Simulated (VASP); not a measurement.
# HgMo3 (P6_3/mmc) in VASP: notebook

HgMo3 is run at these levels: PBE; tasks: single point, relaxation of cell and atoms.

All numbers are computed with VASP 6.6.1; they aren't measurements. Logs are shortened: lines on timing, memory, paths and dates and some standing lists are left out, and cuts for length are marked.

### 1 The cell of the first run

Symmetry: P6_3/mmc, No. 194, hexagonal system. The conventional cell has a = 5.790 Å, b = 5.790 Å, c = 4.635 Å, α = 90.00°, β = 90.00°, γ = 120.00°. Hg (site symmetry -6m2) has 12 Mo at 2.90 to 2.94 Å within 3.8 Å. Within 3.5 Å of Mo (site symmetry mm2) lie 8 Mo at 2.65 to 3.14 Å and 4 Hg at 2.90 to 2.94 Å.

### 2 Single point, PBE

INCAR

```
SYSTEM = HgMo3
ALGO = Fast ; EDIFF = 1E-7
ENCUT = 520 ; GGA = PE
ISIF = 2 ; ISMEAR = 0
LASPH = .TRUE. ; LCHARG = .FALSE.
LREAL = .FALSE. ; LWAVE = .FALSE.
NBANDS = 64 ; NELM = 100
PREC = Accurate ; SIGMA = 0.1
```

KPOINTS

```
k-points
0
G
  3 3 4
  0 0 0
```

POSCAR

```
HgMo3
1.0
    5.7901661995      0.0000000000      0.0000000000
   -2.8950830997      5.0144310209      0.0000000000
    0.0000000000      0.0000000000      4.6351209730
Hg Mo
2 6
Direct
    0.3333333333      0.6666666667      0.2500000000
    0.6666666667      0.3333333333      0.7500000000
    0.8475063605      0.6950127210      0.2500000000
    0.1524936395      0.8475063605      0.7500000000
    0.3049872790      0.1524936395      0.2500000000
    0.1524936395      0.3049872790      0.7500000000
    0.8475063605      0.1524936395      0.2500000000
    0.6950127210      0.8475063605      0.7500000000
```

Potentials or basis: VASP PAW PBE potentials, release 64 (Hg, Mo_sv).

Command:

```sh
> cat potpaw_PBE.64/Hg/POTCAR potpaw_PBE.64/Mo_sv/POTCAR > POTCAR
> mpirun -np 1 vasp_std > vasp.out
```

OUTCAR:

```text
SYSTEM = HgMo3
   EDIFF = 1E-7
   ENCUT = 520
   GGA = PE
   ISIF = 2
   ISMEAR = 0
   LASPH = .TRUE.
   LREAL = .FALSE.
   NELM = 100
   PREC = Accurate

 ion  position               nearest neighbor table
   1  0.333  0.667  0.250-   5 2.90   3 2.90   7 2.90   7 2.90   5 2.90   3 2.90   4 2.94   4 2.94
                             6 2.94   6 2.94   8 2.94   8 2.94
   2  0.667  0.333  0.750-   8 2.90   6 2.90   4 2.90   4 2.90   8 2.90   6 2.90   7 2.94   7 2.94
                             3 2.94   3 2.94   5 2.94   5 2.94
   3  0.848  0.695  0.250-   7 2.65   5 2.65   8 2.78   8 2.78   4 2.78   4 2.78   1 2.90   1 2.90
                             2 2.94   2 2.94   7 3.14   5 3.14
   4  0.152  0.848  0.750-   6 2.65   8 2.65   5 2.78   5 2.78   3 2.78   3 2.78   2 2.90   2 2.90
                             1 2.94   1 2.94   6 3.14   8 3.14
   5  0.305  0.152  0.250-   7 2.65   3 2.65   6 2.78   6 2.78   4 2.78   4 2.78   1 2.90   1 2.90
                             2 2.94   2 2.94   7 3.14   3 3.14
   6  0.152  0.305  0.750-   4 2.65   8 2.65   5 2.78   5 2.78   7 2.78   7 2.78   2 2.90   2 2.90
                             1 2.94   1 2.94   4 3.14   8 3.14
   7  0.848  0.152  0.250-   3 2.65   5 2.65   8 2.78   8 2.78   6 2.78   6 2.78   1 2.90   1 2.90
                             2 2.94   2 2.94   3 3.14   5 3.14
   8  0.695  0.848  0.750-   4 2.65   6 2.65   3 2.78   3 2.78   7 2.78   7 2.78   2 2.90   2 2.90
                             1 2.94   1 2.94   4 3.14   6 3.14

  LATTYP: Found a hexagonal cell.
 ALAT       =     5.7901661995
 C/A-ratio  =     0.8005160497

  Lattice vectors:

 A1 = (   5.7901661995,   0.0000000000,   0.0000000000)
 A2 = (  -2.8950830997,   5.0144310209,   0.0000000000)
 A3 = (   0.0000000000,   0.0000000000,   4.6351209730)

Analysis of symmetry for initial positions (statically):
=====================================================================
 Subroutine PRICEL returns:
 Original cell was already a primitive cell.

 Routine SETGRP: Setting up the symmetry group for a
 hexagonal supercell.

 Subroutine GETGRP returns: Found 24 space group operations
 (whereof 12 operations were pure point group operations)
 out of a pool of 24 trial point group operations.

The static configuration has the point symmetry D_3d.
 The point group associated with its full space group is D_6h.

Analysis of symmetry for dynamics (positions and initial velocities):
=====================================================================
 Subroutine PRICEL returns:
 Original cell was already a primitive cell.

 Routine SETGRP: Setting up the symmetry group for a
 hexagonal supercell.

 Subroutine GETGRP returns: Found 24 space group operations
 (whereof 12 operations were pure point group operations)
 out of a pool of 24 trial point group operations.

The dynamic configuration has the point symmetry D_3d.
 The point group associated with its full space group is D_6h.

 Subroutine INISYM returns: Found 24 space group operations
 (whereof 12 operations are pure point group operations),
 and found     1 'primitive' translations

----------------------------------------------------------------------------------------

                                     Primitive cell

  volume of cell :     134.5779

  direct lattice vectors                    reciprocal lattice vectors
     5.790166199  0.000000000  0.000000000     0.172706614  0.099712210  0.000000000
    -2.895083100  5.014431021  0.000000000     0.000000000  0.199424420  0.000000000
     0.000000000  0.000000000  4.635120973     0.000000000  0.000000000  0.215744099

  length of vectors
     5.790166199  5.790166199  4.635120973     0.199424420  0.199424420  0.215744099

  position of ions in fractional coordinates (direct lattice)
     0.333333333  0.666666667  0.250000000
     0.666666667  0.333333333  0.750000000
     0.847506360  0.695012721  0.250000000
     0.152493640  0.847506360  0.750000000
     0.304987279  0.152493640  0.250000000
     0.152493640  0.304987279  0.750000000
     0.847506360  0.152493640  0.250000000
     0.695012721  0.847506360  0.750000000

  ion indices of the primitive-cell ions
   primitive index   ion index
                 1           1
                 2           2
                 3           3
                 4           4
                 5           5
                 6           6
                 7           7
                 8           8

----------------------------------------------------------------------------------------

 KPOINTS: k-points

Automatic generation of k-mesh.
 Grid dimensions read from file:
 generate k-points for:    3    3    4

 Generating k-lattice:

  Cartesian coordinates                     Fractional coordinates (reciprocal lattice)
     0.057568871  0.033237403  0.000000000     0.333333333 -0.000000000  0.000000000
     0.000000000  0.066474807  0.000000000     0.000000000  0.333333333  0.000000000
     0.000000000  0.000000000  0.053936025     0.000000000  0.000000000  0.250000000

  Length of vectors
     0.066474807  0.066474807  0.053936025

  Shift w.r.t. Gamma in fractional coordinates (k-lattice)
     0.000000000  0.000000000  0.000000000

 Subroutine IBZKPT returns following result:
 ===========================================

 Found      9 irreducible k-points:

 Following reciprocal coordinates:
            Coordinates               Weight
  0.000000  0.000000  0.000000      1.000000
  0.333333 -0.000000  0.000000      6.000000
  0.333333  0.333333  0.000000      2.000000
  0.000000  0.000000  0.250000      2.000000
  0.333333 -0.000000  0.250000     12.000000
  0.333333  0.333333  0.250000      4.000000
  0.000000  0.000000  0.500000      1.000000
  0.333333 -0.000000  0.500000      6.000000
  0.333333  0.333333  0.500000      2.000000
   k-points           NKPTS =      9   k-points in BZ     NKDIM =      9   number of bands    NBANDS=     64
   number of dos      NEDOS =    301   number of ions     NIONS =      8
   total plane-waves  NPLWV =  82944
   dimension x,y,z NGX =    48 NGY =   48 NGZ =   36
   dimension x,y,z NGXF=    96 NGYF=   96 NGZF=   72
   ions per type =               2   6
   NGX,Y,Z   is equivalent  to a cutoff of  13.78, 13.78, 12.91 a.u.
   NGXF,Y,Z  is equivalent  to a cutoff of  27.56, 27.56, 25.82 a.u.
 SYSTEM =  HgMo3
   PREC   = accura    normal or accurate (medium, high low for compatibility)
   ISTART =      0    job   : 0-new  1-cont  2-samecut
   ICHARG =      2    charge: 1-file 2-atom 10-const
   ISPIN  =      1    spin polarized calculation?
   LNONCOLLINEAR =      F non collinear calculations
   LSORBIT =      F    spin-orbit coupling
   LASPH  =      T    aspherical Exc in radial PAW
   ENCUT  =  520.0 eV  38.22 Ry    6.18 a.u.  10.77 10.77  8.62*2*pi/ulx,y,z
   NELM   =    100;   NELMIN=  2; NELMDL= -5     # of ELM steps
   EDIFF  = 0.1E-06   stopping-criterion for ELM
   LREAL  =      F    real-space projection
   EDIFFG = 0.1E-05   stopping-criterion for IOM
   NSW    =      0    number of steps for IOM
   IBRION =     -1    ionic relax: 0-MD 1-quasi-New 2-CG
   NFREE  =      0    steps in history (QN), initial steepest desc. (CG)
   ISIF   =      2    stress and relaxation
   ISYM   =      2    0-nonsym 1-usesym 2-fastsym
   POTIM  = 0.5000    time-step for ionic-motion
   TEBEG  =    0.0;   TEEND  =   0.0 temperature during run
   PSTRESS=    0.0 pullay stress
   NELECT =     108.0000    total number of electrons
   NUPDOWN=      -1.0000    fix difference up-down
   EMIN   =  10.00;   EMAX   =-10.00  energy-range for DOS
   EFERMI =   0.00;   METHOD = LEGACY
   ISMEAR =     0;   SIGMA  =   0.10  broadening in eV -4-tet -1-fermi 0-gaus
   EFERMI_NEDOS =   21; number of points for ismear=-14 and -15
   IALGO  =     68    algorithm
   IMIX   =      4    mixing-type and parameters
     AMIX     =   0.40;   BMIX     =  1.00
     AMIX_MAG =   1.60;   BMIX_MAG =  1.00
  volume/ion in A,a.u.               =      16.82       113.52
  Fermi-wavevector in a.u.,A,eV,Ry     =   1.521335  2.874906 31.490138  2.314460
  Thomas-Fermi vector in A             =   2.630064
   LORBIT       =      0    0 simple, 1 ext, 2 COOP (PROOUT), +10 PAW based schemes
   GGA     = PE    functional components
   LHFCALC =     F    Hartree Fock is set to
   AEXX    =    0.0000 exact exchange contribution
   IVDW    =     0    specifies the selected vdW correction
   LEPSILON=     F    determine dielectric tensor
   LRPA    =     F    only Hartree local field effects (RPA)
 non-spin polarized calculation
 RMM-DIIS sequential band-by-band and
 Gauss-broadening in eV      SIGMA  =   0.10
  energy-cutoff  :      520.00
  volume of cell :      134.58
 maximum number of plane-waves:      3665
 NGX is ok and might be reduce to    48
   NGX = 21   NGY = 21   NGZ = 17

 number of electron     108.0000001 magnetization

 Free energy of the ion-electron system (eV)
  ---------------------------------------------------
  ext. energy  EPLUGINS =         0.00000000
  ---------------------------------------------------
  free energy    TOTEN  =       -63.42957897 eV

  energy without entropy =      -63.38625184  energy(sigma->0) =      -63.40791540

 E-fermi :   9.7764     XC(G=0): -12.8961

 val. band max:        9.7501469546   @ k =   0.3333  -0.0000   0.2500
 cond. band min:       9.7854998727   @ k =   0.3333  -0.0000   0.2500
 fundamental gap:      0.0353529181
 Fermi energy:         9.7763876784

 k-point     1 :       0.0000    0.0000    0.0000
  band No.  band energies     occupation
      1     -51.0481      2.00000
      2     -50.8675      2.00000
      3     -50.8675      2.00000
      4     -50.8606      2.00000
      5     -50.7756      2.00000
      6     -50.7756      2.00000
[... 56 lines left out ...]
     63      12.1588      0.00000
     64      12.8540      0.00000

 k-point     2 :       0.3333   -0.0000    0.0000
  band No.  band energies     occupation
      1     -51.0379      2.00000
      2     -50.8784      2.00000
      3     -50.8677      2.00000
      4     -50.8508      2.00000
      5     -50.7850      2.00000
      6     -50.7753      2.00000
[... 56 lines left out ...]
     63      12.0684      0.00000
     64      12.1623      0.00000

 k-point     3 :       0.3333    0.3333    0.0000
  band No.  band energies     occupation
      1     -51.0324      2.00000
      2     -50.8763      2.00000
      3     -50.8763      2.00000
      4     -50.8456      2.00000
      5     -50.7823      2.00000
      6     -50.7823      2.00000
[... 56 lines left out ...]
     63      11.6971      0.00000
     64      11.8400      0.00000

 k-point     4 :       0.0000    0.0000    0.2500
  band No.  band energies     occupation
      1     -51.0209      2.00000
      2     -50.8884      2.00000
      3     -50.8541      2.00000
      4     -50.8541      2.00000
      5     -50.7891      2.00000
      6     -50.7891      2.00000
[... 56 lines left out ...]
     63      11.9843      0.00000
     64      11.9844      0.00000

 k-point     5 :       0.3333   -0.0000    0.2500
  band No.  band energies     occupation
      1     -51.0110      2.00000
      2     -50.8797      2.00000
      3     -50.8636      2.00000
      4     -50.8542      2.00000
      5     -50.7986      2.00000
      6     -50.7889      2.00000
[... 56 lines left out ...]
     63      12.0074      0.00000
     64      12.1614      0.00000

 k-point     6 :       0.3333    0.3333    0.2500
  band No.  band energies     occupation
      1     -51.0055      2.00000
      2     -50.8734      2.00000
      3     -50.8630      2.00000
      4     -50.8630      2.00000
      5     -50.7956      2.00000
      6     -50.7956      2.00000
[... 56 lines left out ...]
     63      11.8727      0.00000
     64      11.8760      0.00000

 k-point     7 :       0.0000    0.0000    0.5000
  band No.  band energies     occupation
      1     -50.9550      2.00000
      2     -50.9550      2.00000
      3     -50.8216      2.00000
      4     -50.8216      2.00000
      5     -50.8216      2.00000
      6     -50.8216      2.00000
[... 56 lines left out ...]
     63      12.0668      0.00000
     64      12.0936      0.00000

 k-point     8 :       0.3333   -0.0000    0.5000
  band No.  band energies     occupation
      1     -50.9453      2.00000
      2     -50.9453      2.00000
      3     -50.8315      2.00000
      4     -50.8315      2.00000
      5     -50.8216      2.00000
      6     -50.8216      2.00000
[... 56 lines left out ...]
     63      11.9695      0.00000
     64      11.9704      0.00000

 k-point     9 :       0.3333    0.3333    0.5000
  band No.  band energies     occupation
      1     -50.9398      2.00000
      2     -50.9398      2.00000
      3     -50.8370      2.00000
      4     -50.8370      2.00000
      5     -50.8217      2.00000
      6     -50.8217      2.00000
[... 56 lines left out ...]
     63      12.0810      0.00000
     64      12.1316      0.00000

------------------------ aborting loop because EDIFF is reached ----------------------------------------

  FORCE on cell =-STRESS in cart. coord.  units (eV):
  Direction    XX          YY          ZZ          XY          YZ          ZX
  --------------------------------------------------------------------------------------
  -------------------------------------------------------------------------------------
  Total        0.8414387      0.8414387      0.6859589      0.0000000      0.0000000      0.0000000
  in kB       10.0174987     10.0174987      8.1664807      0.0000000      0.0000000      0.0000000
  external PRESSURE =       9.4004927 kB  Pullay stress =       0.0000000 kB

 VOLUME and BASIS-vectors are now :
 -----------------------------------------------------------------------------
  energy-cutoff  :      520.00
  volume of cell :      134.58
      direct lattice vectors                 reciprocal lattice vectors
     5.790166199  0.000000000  0.000000000     0.172706614  0.099712210  0.000000000
    -2.895083100  5.014431021  0.000000000     0.000000000  0.199424420  0.000000000
     0.000000000  0.000000000  4.635120973     0.000000000  0.000000000  0.215744099

 POSITION                                       TOTAL-FORCE (eV/Angst)
 -----------------------------------------------------------------------------------
     -0.00000      3.34295      1.15878         0.000000     -0.000000      0.000000
      2.89508      1.67148      3.47634         0.000000     -0.000000      0.000000
      2.89508      3.48509      1.15878        -0.000000     -0.010210      0.000000
     -1.57064      4.24976      3.47634         0.008842     -0.005105      0.000000
      1.32445      0.76467      1.15878         0.008842      0.005105     -0.000000
      0.00000      1.52934      3.47634         0.000000      0.010210     -0.000000
      4.46572      0.76467      1.15878        -0.008842      0.005105      0.000000
      1.57064      4.24976      3.47634        -0.008842     -0.005105     -0.000000
 -----------------------------------------------------------------------------------
    total drift:                                0.000000     -0.000000      0.000000

  FREE ENERGIE OF THE ION-ELECTRON SYSTEM (eV)
  ---------------------------------------------------
  free  energy   TOTEN  =       -63.4295789671 eV

  energy  without entropy=      -63.3862518361  energy(sigma->0) =      -63.40791540
```

It took 2.3 min on 1 thread of AMD EPYC 7R13 (Zen 3), shared host; peak memory 0.27 GiB.

Results:

* Free energy: -63.4296 eV
* Pressure: 0.9 GPa
* Largest force: 0.010 eV/Å
* Band gap on the k mesh: zero (bands 54 and 55 overlap by 0.77 eV)

Forces on the atoms (eV/Å):
```
Hg   0.000  0.000  0.000
Hg   0.000  0.000  0.000
Mo   0.000 -0.010  0.000
Mo   0.009 -0.005  0.000
Mo   0.009  0.005  0.000
Mo   0.000  0.010  0.000
Mo  -0.009  0.005  0.000
Mo  -0.009 -0.005  0.000
```

Stress tensor (GPa, compression positive):
```
1.00 0.00 0.00
0.00 1.00 0.00
0.00 0.00 0.82
```

Levels at points of the mesh, in eV from the Fermi level:
```
           k point  band 51  band 52  band 53  band 54  band 55  band 56  band 57  band 58
(0.00, 0.00, 0.00)    -0.68    -0.68    -0.46    -0.46     0.38     1.76     1.76     1.77
(0.00, 0.00, 0.50)     0.31     0.31     0.31     0.31     0.87     0.87     1.46     1.46
```

Caveat: the k points lie up to 0.42 Å⁻¹ apart, too coarse for converged energies and pressures of a metal; spin-orbit coupling is left out, which moves the levels of the heavy elements.

(Continued in part 2 of 2.)

The gap in the log of VASP goes by the Fermi energy; the results here count the filled bands.